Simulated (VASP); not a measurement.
# ZnSe (F-43m) in VASP: single point with HSE06

Aim: the single point of ZnSe with HSE06.

Everything below comes from runs of VASP 6.6.1. Logs are shortened: lines on timing, memory, paths and dates and some standing lists are left out, and cuts for length are marked.

### 1 The cell of the first run

The structure is cubic, space group F-43m (No. 216). Conventional cell: a = 5.710 Å, b = 5.710 Å, c = 5.710 Å, α = 90.00°, β = 90.00°, γ = 90.00°. Se (site symmetry -43m) has 4 Zn at 2.47 Å within 3.3 Å. Within 3.3 Å of Zn (site symmetry -43m) lie 4 Se at 2.47 Å.

### 2 Single point, HSE06

POSCAR

```
ZnSe
1.0
    0.0000000000      2.8548317268      2.8548317268
    2.8548317268      0.0000000000      2.8548317268
    2.8548317268      2.8548317268      0.0000000000
Se Zn
1 1
Direct
    0.7500000000      0.7500000000      0.7500000000
    0.0000000000      0.0000000000      0.0000000000
```

INCAR.step1

```
PREC = Accurate
ENCUT = 520
EDIFF = 1E-5
ISMEAR = -1
SIGMA = 0.05
LREAL = F
LASPH = T
NELM = 80
ALGO = Normal
ISIF = 2
LWAVE = T
LCHARG = F
GGA = PE
NBANDS = 16
```

INCAR.step2

```
PREC = Accurate
ENCUT = 520
EDIFF = 1E-7
ISMEAR = -1
SIGMA = 0.05
LREAL = F
LASPH = T
NELM = 80
ALGO = Normal
ISIF = 2
LWAVE = F
LCHARG = F
GGA = PE
LHFCALC = T
HFSCREEN = 0.2079
PRECFOCK = Normal
ISTART = 1
NBANDS = 16
```

KPOINTS

```
Automatic mesh
0
Gamma
  4 4 4
```

Potentials or basis: VASP PAW PBE potentials, release 64 (Se, Zn).

Launch:

```
$ cat potpaw_PBE.64/Se/POTCAR potpaw_PBE.64/Zn/POTCAR > POTCAR
$ cp INCAR.step1 INCAR
$ mpirun -np 1 vasp_std > vasp.out
$ cp INCAR.step2 INCAR
$ mpirun -np 1 vasp_std > vasp.out
```

OUTCAR:

```text
PREC = Accurate
   ENCUT = 520
   EDIFF = 1E-7
   ISMEAR = -1
   LREAL = F
   LASPH = T
   NELM = 80
   ISIF = 2
   GGA = PE
   LHFCALC = T
   HFSCREEN = 0.2079
   PRECFOCK = Normal
   ISTART = 1

 ion  position               nearest neighbor table
   1  0.750  0.750  0.750-   2 2.47   2 2.47   2 2.47   2 2.47
   2  0.000  0.000  0.000-   1 2.47   1 2.47   1 2.47   1 2.47

  LATTYP: Found a face centered cubic cell.
 ALAT       =     5.7096634536

  Lattice vectors:

 A1 = (   0.0000000000,   2.8548317268,   2.8548317268)
 A2 = (   2.8548317268,   0.0000000000,   2.8548317268)
 A3 = (   2.8548317268,   2.8548317268,   0.0000000000)

Analysis of symmetry for initial positions (statically):
=====================================================================
 Subroutine PRICEL returns:
 Original cell was already a primitive cell.

 Routine SETGRP: Setting up the symmetry group for a
 face centered cubic supercell.

 Subroutine GETGRP returns: Found 24 space group operations
 (whereof 24 operations were pure point group operations)
 out of a pool of 48 trial point group operations.

The static configuration has the point symmetry T_d .

Analysis of symmetry for dynamics (positions and initial velocities):
=====================================================================
 Subroutine PRICEL returns:
 Original cell was already a primitive cell.

 Routine SETGRP: Setting up the symmetry group for a
 face centered cubic supercell.

 Subroutine GETGRP returns: Found 24 space group operations
 (whereof 24 operations were pure point group operations)
 out of a pool of 48 trial point group operations.

The dynamic configuration has the point symmetry T_d .

 Subroutine INISYM returns: Found 24 space group operations
 (whereof 24 operations are pure point group operations),
 and found     1 'primitive' translations

----------------------------------------------------------------------------------------

                                     Primitive cell

  volume of cell :      46.5341
[... 70 lines left out ...]
   ENCUT  =  520.0 eV  38.22 Ry    6.18 a.u.   7.51  7.51  7.51*2*pi/ulx,y,z
   NELM   =     80;   NELMIN=  2; NELMDL=  0     # of ELM steps
   EDIFF  = 0.1E-06   stopping-criterion for ELM
   LREAL  =      F    real-space projection
   EDIFFG = 0.1E-05   stopping-criterion for IOM
   NSW    =      0    number of steps for IOM
   IBRION =     -1    ionic relax: 0-MD 1-quasi-New 2-CG
   NFREE  =      0    steps in history (QN), initial steepest desc. (CG)
   ISIF   =      2    stress and relaxation
   ISYM   =      3    0-nonsym 1-usesym 2-fastsym
   POTIM  = 0.5000    time-step for ionic-motion
   TEBEG  =    0.0;   TEEND  =   0.0 temperature during run
   PSTRESS=    0.0 pullay stress
   NELECT =      18.0000    total number of electrons
   NUPDOWN=      -1.0000    fix difference up-down
   EMIN   =  10.00;   EMAX   =-10.00  energy-range for DOS
   EFERMI =   0.00;   METHOD = LEGACY
   ISMEAR =    -1;   SIGMA  =   0.05  broadening in eV -4-tet -1-fermi 0-gaus
   EFERMI_NEDOS =   21; number of points for ismear=-14 and -15
   IALGO  =     38    algorithm
   IMIX   =      1    mixing-type and parameters
     AMIX     =   0.40;   BMIX     =  1.00
     AMIX_MAG =   1.60;   BMIX_MAG =  1.00
  volume/ion in A,a.u.               =      23.27       157.01
  Fermi-wavevector in a.u.,A,eV,Ry     =   1.192821  2.254104 19.358657  1.422821
  Thomas-Fermi vector in A             =   2.328850
   LORBIT       =      0    0 simple, 1 ext, 2 COOP (PROOUT), +10 PAW based schemes
   GGA     = PE    functional components
   LHFCALC =     T    Hartree Fock is set to
   PRECFOCK=normal    Normal, Fast or Accurate (Low or Medium for compatibility)
   ENCUT4O =  -1.0   cutoff for four orbital integrals eV
   NKREDX  =     1    reduce k-point grid by
   NKREDY  =     1    reduce k-point grid by
   NKREDZ  =     1    reduce k-point grid by
   AEXX    =    0.2500 exact exchange contribution
   HFSCREEN=    0.2079 screening length (either q_TF or 0.3 A-1)
   HFSCREENC=   0.2079 screening length for correlation (either q_TF or 0.3 A-1)
   ENCUTFOCK=  -1.0 apply spherical cutoff to Coloumb kernel
   IVDW    =     0    specifies the selected vdW correction
   LEPSILON=     F    determine dielectric tensor
   LRPA    =     F    only Hartree local field effects (RPA)
 non-spin polarized calculation
  energy-cutoff  :      520.00
  volume of cell :       46.53
 maximum number of plane-waves:      1283
  NGX = 24; NGY = 24; NGZ = 24

 number of electron      18.0000020 magnetization

 Free energy of the ion-electron system (eV)
  ---------------------------------------------------
  ext. energy  EPLUGINS =         0.00000000
  ---------------------------------------------------
  free energy    TOTEN  =        -7.38070966 eV

  energy without entropy =       -7.38070966  energy(sigma->0) =       -7.38070966

 E-fermi :   1.8580     XC(G=0):  -7.6476

 val. band max:        0.7891150825   @ k =   0.0000   0.0000   0.0000
 cond. band min:       3.1148992002   @ k =   0.0000   0.0000   0.0000
 fundamental gap:      2.3257841177
 Fermi energy:         1.8580442573

 k-point     1 :       0.0000    0.0000    0.0000
  band No.  band energies     occupation
      1     -13.4230      2.00000
      2      -7.3350      2.00000
      3      -7.3350      2.00000
      4      -7.3350      2.00000
      5      -7.0244      2.00000
      6      -7.0244      2.00000
[... 129 lines left out ...]
      3      -7.1735      2.00000
      4      -7.0580      2.00000
      5      -7.0325      2.00000
      6      -6.7033      2.00000
[... 8 lines left out ...]
     15      15.9268      0.00000
     16      16.1039      0.00000

------------------------ aborting loop because EDIFF is reached ----------------------------------------

  FORCE on cell =-STRESS in cart. coord.  units (eV):
  Direction    XX          YY          ZZ          XY          YZ          ZX
  --------------------------------------------------------------------------------------
  -------------------------------------------------------------------------------------
  Total        0.0054000      0.0054000      0.0054000     -0.0000000     -0.0000000     -0.0000000
  in kB        0.1859214      0.1859214      0.1859214     -0.0000000     -0.0000000     -0.0000000
  external PRESSURE =       0.1859214 kB  Pullay stress =       0.0000000 kB

 VOLUME and BASIS-vectors are now :
 -----------------------------------------------------------------------------
  energy-cutoff  :      520.00
  volume of cell :       46.53
      direct lattice vectors                 reciprocal lattice vectors
     0.000000000  2.854831727  2.854831727    -0.175141671  0.175141671  0.175141671
     2.854831727  0.000000000  2.854831727     0.175141671 -0.175141671  0.175141671
     2.854831727  2.854831727  0.000000000     0.175141671  0.175141671 -0.175141671

 POSITION                                       TOTAL-FORCE (eV/Angst)
 -----------------------------------------------------------------------------------
      4.28225      4.28225      4.28225        -0.000000     -0.000000     -0.000000
      0.00000      0.00000      0.00000         0.000000      0.000000      0.000000
 -----------------------------------------------------------------------------------
    total drift:                               -0.000046     -0.000050     -0.000029

  FREE ENERGIE OF THE ION-ELECTRON SYSTEM (eV)
  ---------------------------------------------------
  free  energy   TOTEN  =        -7.3807096646 eV

  energy  without entropy=       -7.3807096646  energy(sigma->0) =       -7.38070966
```

OUTCAR.step1:

```text
PREC = Accurate
   ENCUT = 520
   EDIFF = 1E-5
   ISMEAR = -1
   LREAL = F
[... 354 lines left out ...]
      4.28225      4.28225      4.28225        -0.000000     -0.000000     -0.000000
      0.00000      0.00000      0.00000         0.000000      0.000000      0.000000
 -----------------------------------------------------------------------------------
    total drift:                                0.000001      0.000001      0.000001

  FREE ENERGIE OF THE ION-ELECTRON SYSTEM (eV)
  ---------------------------------------------------
  free  energy   TOTEN  =        -5.9655508315 eV

  energy  without entropy=       -5.9655503477  energy(sigma->0) =       -5.96555059
```

Run time: 15 min. Hardware: 1 thread of Intel Xeon 8259CL, shared host; peak memory 0.28 GiB.

What came out:

```yaml
Free_energy: -7.3807 eV
Pressure: 0.0 GPa
Band_gap_on_the_k_mesh: 2.33 eV
```

Levels at points of the mesh, in eV from the valence-band top:
| k point | band 5 | band 6 | band 7 | band 8 | band 9 | band 10 | band 11 | band 12 | band 13 | band 14 |
| --- | --- | --- | --- | --- | --- | --- | --- | --- | --- | --- |
| (0.00, 0.00, 0.00) | -7.81 | -7.81 | 0.00 | 0.00 | 0.00 | 2.33 | 6.94 | 6.94 | 6.94 | 11.20 |
| (0.50, 0.00, 0.00) | -7.80 | -7.64 | -5.38 | -0.88 | -0.88 | 3.61 | 7.49 | 7.49 | 9.68 | 12.21 |
| (0.50, 0.50, 0.00) | -7.77 | -7.59 | -5.01 | -2.22 | -2.22 | 3.90 | 4.50 | 12.00 | 12.65 | 12.65 |

Caveat: the k points lie up to 0.48 Å⁻¹ apart; the PAW data sets were made with another functional, which shifts forces and pressure a little.
